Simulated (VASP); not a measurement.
Write the native input for VASP 6.6.1 that does the following.

```
Task                   : relaxation of cell and atoms
Functional             : PBE
Potentials or basis    : VASP PAW PBE potentials, release 64 (Zn, Cd, Pt)
Cutoff                 : 600 eV
k mesh                 : 4 × 4 × 4
Occupations            : gaussian, width 0.1 eV
Spin                   : no spin polarisation
Dipole correction      : no
Further INCAR settings : ALGO = Normal; EDIFF = 1e-06; IBRION = 2; EDIFFG = -0.04; NSW = 90; ISIF = 3
```

The structure of Zn3CdPt lies in POSCAR:

```
Zn3CdPt
1.0
    4.3582538800      0.0000000000      0.0000000000
    0.0000000000      4.3582538800      0.0000000000
    0.0000000000      0.0000000000      4.3582538800
Zn Cd Pt
3 1 1
Direct
    0.5000000000      0.5000000000      0.0000000000
    0.0000000000      0.5000000000      0.5000000000
    0.5000000000      0.0000000000      0.5000000000
    0.0000000000      0.0000000000      0.0000000000
    0.5000000000      0.5000000000      0.5000000000
```

The cell was built from a structure type or drawn by symmetry, and may not be a known phase.

The input as run:

INCAR

```
SYSTEM = Zn3CdPt
PREC     = Accurate       ! precision mode
ENCUT    = 600            ! plane-wave cutoff, eV
EDIFF    = 1E-6           ! SCF threshold, eV
ISMEAR   = 0              ! smearing method
SIGMA    = 0.1            ! smearing width, eV
LREAL    = .FALSE.        ! projectors in reciprocal space
LASPH    = .TRUE.         ! aspherical terms in the spheres
NELM     = 100            ! most SCF steps
ALGO     = Normal         ! electronic algorithm
ISIF     = 3              ! what is computed and relaxed
LWAVE    = .FALSE.        ! write WAVECAR
LCHARG   = .FALSE.        ! write CHGCAR
GGA      = PE             ! functional
IBRION   = 2              ! ionic algorithm
NSW      = 90             ! ionic steps
EDIFFG   = -0.04          ! ionic threshold
```

KPOINTS

```
Automatic mesh
0
G
  4 4 4
  0 0 0
```

Potentials or basis: VASP PAW PBE potentials, release 64 (Zn, Cd, Pt).

Command:

```bash
$ cat potpaw_PBE.64/Zn/POTCAR potpaw_PBE.64/Cd/POTCAR potpaw_PBE.64/Pt/POTCAR > POTCAR
$ mpirun -np 1 vasp_std > vasp.out
```

Results of the run:

```
Relaxed volume                        : 23.04 Å³/atom
Relaxed cell                          : a = 4.866 Å, b = 4.866 Å, c = 4.866 Å, α = 90.00°, β = 90.00°, γ = 90.00°
Space group after relaxing (to 0.1 Å) : Pm-3m (No. 221)
Energy gained by relaxing             : 619.3 meV/atom
Ionic steps                           : 3
Pressure after relaxing               : -0.2 GPa
Band gap on the k mesh                : zero (bands 29 and 30 overlap by 2.70 eV)
```

Caveat: the k points lie up to 0.32 Å⁻¹ apart in the final cell, too coarse for converged energies and pressures of a metal; the volume moved by over 15 % at a fixed basis, so the end points are rough; spin-orbit coupling is left out, which moves the levels of the heavy elements.

It took 68 s on 1 thread of AMD EPYC 9R45 96-Core Processor (Zen 5) (shared host), peak memory 0.2 GiB.
